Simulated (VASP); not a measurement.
# Ba (Fm-3m) in VASP: single point with LDA

Aim: the single point of Ba with LDA.

Everything below comes from runs of VASP 6.6.1. Logs are shortened: lines on timing, memory, paths and dates and some standing lists are left out, and cuts for length are marked.

## 1. The cell of the first run

Symmetry: Fm-3m, No. 225, cubic system. The conventional cell has a = 10.443 Å, b = 10.443 Å, c = 10.443 Å, α = 90.00°, β = 90.00°, γ = 90.00°.

## 2. Single point, LDA

The input, INCAR:

```
PREC = Accurate
ENCUT = 520
EDIFF = 1E-6
ISMEAR = -1
SIGMA = 0.1
LREAL = False
LASPH = True
NELM = 100
ALGO = Normal
ISIF = 2
LWAVE = False
LCHARG = True
GGA = CA
LELF = True
LVHAR = True
NBANDS = 22
```

The input, KPOINTS:

```
regular mesh
0
Gamma
  4 4 4
```

The input, POSCAR:

```
Ba
1.0
    0.0000000000      5.2212840000      5.2212840000
    5.2212840000      0.0000000000      5.2212840000
    5.2212840000      5.2212840000      0.0000000000
Ba
3
Direct
    0.2500000000      0.2500000000      0.2500000000
    0.7500000000      0.7500000000      0.7500000000
    0.5000000000      0.5000000000      0.5000000000
```

Potentials or basis: VASP PAW LDA potentials, release 64 (Ba_sv).

Run with:

```sh
$ cat potpaw_LDA.64/Ba_sv/POTCAR > POTCAR
$ mpirun -np 1 vasp_std > vasp.out
```

OUTCAR:

```text
PREC = Accurate
   ENCUT = 520
   EDIFF = 1E-6
   ISMEAR = -1
   LREAL = False
   LASPH = True
   NELM = 100
   ISIF = 2
   GGA = CA

 ion  position               nearest neighbor table
   1  0.250  0.250  0.250-   3 4.52   3 4.52   3 4.52   3 4.52
   2  0.750  0.750  0.750-   3 4.52   3 4.52   3 4.52   3 4.52
   3  0.500  0.500  0.500-   1 4.52   1 4.52   1 4.52   2 4.52   2 4.52   2 4.52   2 4.52   1 4.52

  LATTYP: Found a face centered cubic cell.
 ALAT       =    10.4425680000

  Lattice vectors:

 A1 = (   0.0000000000,   5.2212840000,   5.2212840000)
 A2 = (   5.2212840000,   0.0000000000,   5.2212840000)
 A3 = (   5.2212840000,   5.2212840000,   0.0000000000)

Analysis of symmetry for initial positions (statically):
=====================================================================
 Subroutine PRICEL returns:
 Original cell was already a primitive cell.

 Routine SETGRP: Setting up the symmetry group for a
 face centered cubic supercell.

 Subroutine GETGRP returns: Found 48 space group operations
 (whereof 48 operations were pure point group operations)
 out of a pool of 48 trial point group operations.

The static configuration has the point symmetry O_h .

Analysis of symmetry for dynamics (positions and initial velocities):
=====================================================================
 Subroutine PRICEL returns:
 Original cell was already a primitive cell.

 Routine SETGRP: Setting up the symmetry group for a
 face centered cubic supercell.

 Subroutine GETGRP returns: Found 48 space group operations
 (whereof 48 operations were pure point group operations)
 out of a pool of 48 trial point group operations.

The dynamic configuration has the point symmetry O_h .

 Subroutine INISYM returns: Found 48 space group operations
 (whereof 48 operations are pure point group operations),
 and found     1 'primitive' translations

----------------------------------------------------------------------------------------

                                     Primitive cell

  volume of cell :     284.6833

[... 64 lines left out ...]
   PREC   = accura    normal or accurate (medium, high low for compatibility)
   ISTART =      0    job   : 0-new  1-cont  2-samecut
   ICHARG =      2    charge: 1-file 2-atom 10-const
   ISPIN  =      1    spin polarized calculation?
   LNONCOLLINEAR =      F non collinear calculations
   LSORBIT =      F    spin-orbit coupling
   LASPH  =      T    aspherical Exc in radial PAW
   ENCUT  =  520.0 eV  38.22 Ry    6.18 a.u.  13.73 13.73 13.73*2*pi/ulx,y,z
   NELM   =    100;   NELMIN=  2; NELMDL= -5     # of ELM steps
   EDIFF  = 0.1E-05   stopping-criterion for ELM
   LREAL  =      F    real-space projection
   EDIFFG = 0.1E-04   stopping-criterion for IOM
   NSW    =      0    number of steps for IOM
   IBRION =     -1    ionic relax: 0-MD 1-quasi-New 2-CG
   NFREE  =      0    steps in history (QN), initial steepest desc. (CG)
   ISIF   =      2    stress and relaxation
   ISYM   =      2    0-nonsym 1-usesym 2-fastsym
   POTIM  = 0.5000    time-step for ionic-motion
   TEBEG  =    0.0;   TEEND  =   0.0 temperature during run
   PSTRESS=    0.0 pullay stress
   NELECT =      30.0000    total number of electrons
   NUPDOWN=      -1.0000    fix difference up-down
   EMIN   =  10.00;   EMAX   =-10.00  energy-range for DOS
   EFERMI =   0.00;   METHOD = LEGACY
   ISMEAR =    -1;   SIGMA  =   0.10  broadening in eV -4-tet -1-fermi 0-gaus
   EFERMI_NEDOS =   21; number of points for ismear=-14 and -15
   IALGO  =     38    algorithm
   IMIX   =      4    mixing-type and parameters
     AMIX     =   0.40;   BMIX     =  1.00
     AMIX_MAG =   1.60;   BMIX_MAG =  1.00
  volume/ion in A,a.u.               =      94.89       640.38
  Fermi-wavevector in a.u.,A,eV,Ry     =   0.773264  1.461258  8.135435  0.597938
  Thomas-Fermi vector in A             =   1.875072
   LORBIT       =      0    0 simple, 1 ext, 2 COOP (PROOUT), +10 PAW based schemes
   GGA     = CA    functional components
   LHFCALC =     F    Hartree Fock is set to
   AEXX    =    0.0000 exact exchange contribution
   IVDW    =     0    specifies the selected vdW correction
   LEPSILON=     F    determine dielectric tensor
   LRPA    =     F    only Hartree local field effects (RPA)
 non-spin polarized calculation
  energy-cutoff  :      520.00
  volume of cell :      284.68
 maximum number of plane-waves:      7727
 NGX is ok and might be reduce to    56
   NGX = 27   NGY = 27   NGZ = 27

 number of electron      30.0000001 magnetization

 Free energy of the ion-electron system (eV)
  ---------------------------------------------------
  ext. energy  EPLUGINS =         0.00000000
  ---------------------------------------------------
  free energy    TOTEN  =        -4.92440463 eV

  energy without entropy =       -4.66315528  energy(sigma->0) =       -4.79377996

 E-fermi :   0.1753     XC(G=0):  -6.2890

 val. band max:        0.1573005118   @ k =   0.2500   0.2500   0.0000
 cond. band min:       0.1880723604   @ k =   0.5000   0.2500   0.0000
 fundamental gap:      0.0307718486
 Fermi energy:         0.1752770936

 k-point     1 :       0.0000    0.0000    0.0000
  band No.  band energies     occupation
      1     -29.3287      2.00000
      2     -29.3233      2.00000
      3     -29.1062      2.00000
      4     -14.4888      2.00000
      5     -14.4888      2.00000
      6     -14.4888      2.00000
[... 189 lines left out ...]
     21       1.3387      0.00002
     22       1.4554      0.00001

------------------------ aborting loop because EDIFF is reached ----------------------------------------

  FORCE on cell =-STRESS in cart. coord.  units (eV):
  Direction    XX          YY          ZZ          XY          YZ          ZX
  --------------------------------------------------------------------------------------
  -------------------------------------------------------------------------------------
  Total       -2.2724776     -2.2724776     -2.2724776      0.0000000      0.0000000     -0.0000000
  in kB      -12.7893435    -12.7893435    -12.7893435      0.0000000      0.0000000     -0.0000000
  external PRESSURE =     -12.7893435 kB  Pullay stress =       0.0000000 kB

 VOLUME and BASIS-vectors are now :
 -----------------------------------------------------------------------------
  energy-cutoff  :      520.00
  volume of cell :      284.68
      direct lattice vectors                 reciprocal lattice vectors
     0.000000000  5.221284000  5.221284000    -0.095761885  0.095761885  0.095761885
     5.221284000  0.000000000  5.221284000     0.095761885 -0.095761885  0.095761885
     5.221284000  5.221284000  0.000000000     0.095761885  0.095761885 -0.095761885

 POSITION                                       TOTAL-FORCE (eV/Angst)
 -----------------------------------------------------------------------------------
      2.61064      2.61064      2.61064         0.000000      0.000000     -0.000000
      7.83193      7.83193      7.83193        -0.000000     -0.000000      0.000000
      5.22128      5.22128      5.22128         0.000000     -0.000000      0.000000
 -----------------------------------------------------------------------------------
    total drift:                                0.000000      0.000000      0.000000

  FREE ENERGIE OF THE ION-ELECTRON SYSTEM (eV)
  ---------------------------------------------------
  free  energy   TOTEN  =        -4.9244046339 eV

  energy  without entropy=       -4.6631552826  energy(sigma->0) =       -4.79377996
```

OSZICAR:

```text
N       E                     dE             d eps       ncg     rms          rms(c)
DAV:   1     0.259184375089E+03    0.25918E+03   -0.11029E+04   352   0.105E+03
DAV:   2     0.224511099159E+02   -0.23673E+03   -0.23166E+03   470   0.226E+02
DAV:   3    -0.374170123982E+01   -0.26193E+02   -0.25922E+02   562   0.780E+01
DAV:   4    -0.491300973638E+01   -0.11713E+01   -0.11623E+01   516   0.151E+01
DAV:   5    -0.495183256769E+01   -0.38823E-01   -0.38752E-01   530   0.250E+00    0.223E+00
DAV:   6    -0.492983662277E+01    0.21996E-01   -0.56631E-02   520   0.113E+00    0.130E+00
DAV:   7    -0.492441293217E+01    0.54237E-02   -0.52674E-02   506   0.117E+00    0.124E-01
DAV:   8    -0.492438100139E+01    0.31931E-04   -0.36574E-03   568   0.280E-01    0.420E-02
DAV:   9    -0.492439443053E+01   -0.13429E-04   -0.19863E-04   538   0.585E-02    0.130E-02
DAV:  10    -0.492440296838E+01   -0.85378E-05   -0.24447E-05   536   0.201E-02    0.565E-03
DAV:  11    -0.492440457426E+01   -0.16059E-05   -0.38041E-06   434   0.907E-03    0.154E-03
DAV:  12    -0.492440463386E+01   -0.59598E-07   -0.30671E-07   320   0.254E-03
   1 F= -.49244046E+01 E0= -.47937800E+01  d E =-.261249E+00
```

stdout:

```text
POSCAR found type information on POSCAR Ba
 POSCAR found :  1 types and       3 ions
 scaLAPACK will be used
 LDA part: xc-table for (Slater(with rela. corr.)+CA(PZ))
 , standard interpolation
 POSCAR, INCAR and KPOINTS ok, starting setup
 FFT: planning ... GRIDC
 FFT: planning ... GRID_SOFT
 FFT: planning ... GRID
 WAVECAR not read
 entering main loop
```

It took 45 s on 1 thread of Intel Xeon Platinum 8488C (Sapphire Rapids), shared host; peak memory 0.31 GiB.

What came out:

| Quantity | Value |
| --- | --- |
| Free energy | -4.9244 eV |
| Pressure | -1.3 GPa |
| Band gap on the k mesh | zero (band 15 reaches 0.43 eV, above the bottom of band 16 at -0.01 eV) |

Caveat: spin-orbit coupling is left out, which moves the levels of the heavy elements.
